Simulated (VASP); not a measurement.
A run of VASP 6.6.1:

Contents of INCAR:

```
SYSTEM = Sc
PREC     = Accurate       ! precision mode
ENCUT    = 520            ! plane-wave cutoff, eV
EDIFF    = 1E-6           ! SCF threshold, eV
ISMEAR   = -1             ! smearing method
SIGMA    = 0.1            ! smearing width, eV
LREAL    = .False.        ! projectors in reciprocal space
LASPH    = .True.         ! aspherical terms in the spheres
NELM     = 60             ! most SCF steps
ALGO     = Normal         ! electronic algorithm
ISIF     = 2              ! what is computed and relaxed
LWAVE    = .False.        ! write WAVECAR
LCHARG   = .False.        ! write CHGCAR
GGA      = B5             ! functional
ALDAX    = 1.0          
AGGAX    = 1.0          
AGGAC    = 1.0          
ALDAC    = 0.0          
NBANDS   = 18             ! bands
```

Contents of KPOINTS:

```
Automatic mesh
0
Gamma
  9 9 9
  0 0 0
```

POSCAR

```
Sc
1.0
    0.0000000000      3.4442094216      3.4442094216
    3.4442094216      0.0000000000      3.4442094216
    3.4442094216      3.4442094216      0.0000000000
Sc
2
Direct
    0.1250000000      0.1250000000      0.1250000000
    0.8750000000      0.8750000000      0.8750000000
```

Potentials or basis: VASP PAW PBE potentials, release 64 (Sc_sv).

Run with:

```bash
$ cat potpaw_PBE.64/Sc_sv/POTCAR > POTCAR
$ mpirun -np 1 vasp_std > vasp.out
```

Hardware: 1 thread of Intel(R) Xeon(R) 6975P-C (Granite Rapids), on a shared host.

Task: Estimate the wall time of this run.

Result: It took 29 s on 1 thread of Intel(R) Xeon(R) 6975P-C (Granite Rapids) (shared host), peak memory 0.21 GiB. Counts: scf iterations 13, k points 35.
